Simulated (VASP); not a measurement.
Set up this calculation in VASP 6.6.1, as the native input.

* Task: single point
* Functional: PBE
* Potentials or basis: VASP PAW PBE potentials, release 64 (Si, C)
* Cutoff: 520 eV
* k mesh: 12 × 12 × 4
* Occupations: gaussian, width 0.05 eV
* Spin: no spin polarisation
* Dipole correction: no
* Further INCAR settings: ALGO = Normal; EDIFF = 1e-07; NBANDS = 26

The structure of SiC lies in POSCAR:

```
SiC
1.0
    3.0941201807      0.0000000000      0.0000000000
   -1.5470600903      2.6795866789      0.0000000000
    0.0000000000      0.0000000000      9.7241656306
Si C
4 4
Direct
    0.6666666667      0.3333333333      0.9378441878
    0.3333333333      0.6666666667      0.4378441878
    0.0000000000      0.0000000000      0.6878995565
    0.0000000000      0.0000000000      0.1878995565
    0.6666666667      0.3333333333      0.7498074459
    0.3333333333      0.6666666667      0.2498074459
    0.0000000000      0.0000000000      0.5004478098
    0.0000000000      0.0000000000      0.0004478098
```

This cell differs from its parent crystal: strain +0.000 along x and y, -0.040 along z.

The input as run:

INCAR

```
SYSTEM = SiC
PREC     = Accurate       ! precision mode
ENCUT    = 520            ! plane-wave cutoff, eV
EDIFF    = 1E-7           ! SCF threshold, eV
ISMEAR   = 0              ! smearing method
SIGMA    = 0.05           ! smearing width, eV
LREAL    = .FALSE.        ! projectors in reciprocal space
LASPH    = .TRUE.         ! aspherical terms in the spheres
NELM     = 100            ! most SCF steps
ALGO     = Normal         ! electronic algorithm
ISIF     = 2              ! what is computed and relaxed
LWAVE    = .FALSE.        ! write WAVECAR
LCHARG   = .FALSE.        ! write CHGCAR
GGA      = PE             ! functional
NBANDS   = 26             ! bands
```

KPOINTS

```
Automatic mesh
0
G
  12 12 4
  0 0 0
```

Potentials or basis: VASP PAW PBE potentials, release 64 (Si, C).

Launch:

```bash
$ cat potpaw_PBE.64/Si/POTCAR potpaw_PBE.64/C/POTCAR > POTCAR
$ mpirun -np 1 vasp_std > vasp.out
```

Results of the run:

The pressure is 9.8 GPa and the largest force is 0.600 eV/Å. The band gap on the k mesh is 2.09 eV, indirect (least direct gap 3.24 eV).

Caveat: the cell differs from its parent crystal (strain +0.000 along x and y, -0.040 along z).

Wall time 74 s on 1 thread of AMD EPYC 9R45 96-Core Processor (Zen 5), on a shared host, peak memory 0.21 GiB.
